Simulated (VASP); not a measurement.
BiPbCl5: single point with PBE

The system is BiPbCl5.

```
CELL_PARAMETERS angstrom
4.34951 0.00000 0.00000
-0.05729 6.05138 0.00000
-0.00354 -0.42451 9.12414
ATOMIC_POSITIONS crystal
Bi 0.00090 0.77694 0.48759
Pb 0.49813 0.82039 0.92982
Cl 0.99755 0.38856 0.38307
Cl 0.99709 0.57215 0.74609
Cl 0.50052 0.84180 0.29738
Cl 0.50212 0.00745 0.65749
Cl 0.00370 0.09271 0.99857
```

```
Program             : VASP 6.6.1
Task                : single point
Functional          : PBE
Potentials or basis : VASP PAW PBE potentials, release 64 (Bi_d, Pb_d, Cl)
Cutoff              : 520 eV
k mesh              : 4 × 4 × 2
Occupations         : gaussian, width 0.1 eV
Spin                : no spin polarisation
```

```yaml
Pressure: -0.1 GPa
Largest_force: 0.045 eV/Å
Band_gap_on_the_k_mesh: 3.24 eV (least direct gap 3.30 eV)
```

Forces on the atoms (eV/Å):
```
Bi  -0.004  0.023  0.038
Pb   0.008  0.013 -0.019
Cl   0.000 -0.006 -0.009
Cl   0.000  0.004  0.009
Cl   0.003 -0.009 -0.013
Cl   0.000 -0.006  0.003
Cl  -0.007 -0.019 -0.010
```

Levels at points of the mesh, in eV from the valence-band top:
```tsv
k point	band 28	band 29	band 30	band 31	band 32	band 33	band 34	band 35	band 36	band 37
(0.00, 0.00, 0.00)	-0.62	-0.55	-0.33	-0.29	-0.09	3.40	3.74	4.11	4.56	4.91
(0.50, 0.00, 0.00)	-0.64	-0.48	-0.37	-0.29	-0.15	3.55	4.16	4.90	5.13	5.48
(0.00, 0.50, 0.00)	-0.61	-0.44	-0.40	-0.25	-0.11	3.34	3.72	3.90	4.15	4.99
(0.50, 0.50, 0.00)	-0.49	-0.42	-0.39	-0.35	-0.18	3.51	3.99	4.93	4.98	5.38
(0.00, 0.00, 0.50)	-0.54	-0.47	-0.33	-0.25	-0.06	3.24	3.75	3.99	4.58	4.83
(0.50, 0.00, 0.50)	-0.75	-0.61	-0.35	-0.28	-0.23	3.55	4.42	4.87	4.95	5.49
(0.00, 0.50, 0.50)	-0.63	-0.43	-0.41	-0.31	-0.14	3.30	3.76	3.88	4.29	4.80
(0.50, 0.50, 0.50)	-0.70	-0.30	-0.28	-0.21	0.00	3.40	4.00	4.91	4.94	5.32
```

It took 3 min on 1 thread of Intel(R) Xeon(R) Platinum 8259CL CPU @ 2.50GHz (Skylake/Cascade Lake) (shared host), peak memory 0.42 GiB.

Caveat: spin-orbit coupling is left out, which moves the levels of the heavy elements. A k mesh can miss the band edges.
